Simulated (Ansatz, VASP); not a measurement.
One calculation of NiO, two programs

```
CELL_PARAMETERS angstrom
0.00000 2.11335 2.11335
2.11335 0.00000 2.11335
2.11335 2.11335 0.00000
ATOMIC_POSITIONS crystal
Ni 0.00000 0.00000 0.00000
O 0.50000 0.50000 0.50000
```

Alike in both runs: task single point; functional BLYP; dispersion D3(BJ); k mesh 11 × 11 × 11; occupations fermi-dirac, width 0.05 eV; collinear spin.

```csv
,VASP,Ansatz
version,VASP 6.6.1,Ansatz 0.2.0
potentials or method,"VASP PAW PBE potentials, release 64 (Ni, O)",Ansatz PAW
plane-wave cutoff (eV),520,420
valence electrons in the cell,16,24
```

VASP gave:

```
gap on the k mesh at the Fermi level (eV)                     : none
pressure (GPa)                                                : -2.7
net moment per atom (μB)                                      : 0.87
size of the moment on the site where the two differ most (μB) : 0.27
```

**Question.** Estimate Ansatz's values.

**Answer.** gap on the k mesh at the Fermi level (eV): none; pressure (GPa): -2.0; net moment per atom (μB): 0.90; size of the moment on the site where the two differ most (μB): 0.30.

VASP's potentials were made for PBE, not for BLYP. Site moments also hang on the region over which each program counts them. A gap of «none» marks a metal or a gap that the smearing closes. VASP's potentials hold 16 valence electrons a cell and Ansatz's 24, so a difference there can come from the potentials and not from the codes.
